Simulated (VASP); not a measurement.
Al2BiB4, 7 atoms in the cell. The structure is tetragonal, space group P4/mmm (No. 123). The conventional cell has a = 5.552 Å, b = 5.552 Å, c = 3.229 Å, α = 90.00°, β = 90.00°, γ = 90.00°. Al (site symmetry mmm) has 8 B at 2.54 Å and 4 Bi at 3.21 Å and 2 Al at 3.23 Å within 3.4 Å. Within 2.4 Å of B (site symmetry m2m) lie 1 Bi at 1.83 Å. Within 2.4 Å of Bi (site symmetry 4/mmm) lie 4 B at 1.83 Å. 

- Program: VASP 6.6.1
- Task: relaxation of cell and atoms
- Functional: PBE
- Potentials or basis: VASP PAW PBE potentials, release 64 (Al, B, Bi_d)
- Cutoff: 600 eV
- k mesh: 4 × 4 × 6
- Occupations: gaussian, width 0.1 eV
- Spin: no spin polarisation
- Dipole correction: no
- Further INCAR settings: ALGO = Normal; EDIFF = 1e-07; IBRION = 2; EDIFFG = -0.04; NSW = 90; ISIF = 3

Potentials or basis: VASP PAW PBE potentials, release 64 (Al, B, Bi_d).

Command:

```sh
$ cat potpaw_PBE.64/Al/POTCAR potpaw_PBE.64/B/POTCAR potpaw_PBE.64/Bi_d/POTCAR > POTCAR
$ mpirun -np 1 vasp_std > vasp.out
```

Hardware: 1 thread of Intel Xeon 8259CL (shared host).

Estimate the wall time of this run.

Run time: 43 min on 1 thread of Intel Xeon 8259CL (shared host), peak memory 0.3 GiB. Counts: scf iterations 348, k points 24, ion steps 27.
